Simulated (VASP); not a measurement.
Input of a VASP 6.6.1 run:

The input INCAR:

```
SYSTEM = RbAl
PREC = Accurate
ENCUT = 520
EDIFF = 1E-6
ISMEAR = 0
SIGMA = 0.1
LREAL = .FALSE.
LASPH = .TRUE.
NELM = 100
ALGO = Normal
ISIF = 2
LWAVE = .FALSE.
LCHARG = .FALSE.
LDIPOL = .TRUE.
IDIPOL = 3
DIPOL = 0.5 0.5 0.294
GGA = PE
NBANDS = 13
```

The input KPOINTS:

```
regular mesh
0
G
  4 4 1
  0 0 0
```

POSCAR

```
RbAl
1.0
    5.2992890000      0.0000000000      0.0000000000
    0.0000000000      5.2992890000      0.0000000000
    0.0000000000      0.0000000000     23.8000000000
Rb Al
1 1
Direct
    0.0000000000      0.0000000000      0.2941176471
    0.5000000000      0.5000000000      0.2941176471
```

Potentials or basis: VASP PAW PBE potentials, release 64 (Rb_sv, Al).

Launch:

```sh
$ cat potpaw_PBE.64/Rb_sv/POTCAR potpaw_PBE.64/Al/POTCAR > POTCAR
$ mpirun -np 1 vasp_std > vasp.out
```

Question: Estimate the band gap on the k mesh.

Answer: Zero (filled and empty bands touch).
